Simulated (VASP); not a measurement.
The system is Ti3Se.

```
Se Ti
1.0
     3.26016    0.00000    0.00000
    -1.63008    2.82338    0.00000
     0.00000    0.00000    8.09852
Se Ti
1 3
Cartesian
  0.0000 0.0000 0.0000
  1.6301 0.9411 4.0493
  0.0000 1.8823 6.2594
  0.0000 1.8823 1.8392
```

Base run:

```yaml
Program: VASP 6.6.1
Functional: LDA
Potentials_or_basis: VASP PAW LDA potentials, release 64 (Se, Ti_sv)
Cutoff: 520 eV
k_mesh: 10 × 10 × 4
Occupations: fermi-dirac, width 0.05 eV
Spin: no spin polarisation
```

Its results: band gap on the k mesh zero (bands 21 and 22 overlap by 0.51 eV); pressure -12.8 GPa; largest force 0.235 eV/Å.

Task: The run is repeated on the same cell with these changes: functional from LDA to PBE; potentials or basis from VASP PAW LDA potentials, release 64 (Se, Ti_sv) to VASP PAW PBE potentials, release 64 (Se, Ti_sv). What comes out?

Result: Band gap on the k mesh zero (bands 21 and 22 overlap by 0.54 eV); pressure -5.7 GPa; largest force 0.111 eV/Å.

Caveats: the cell stands under tension.
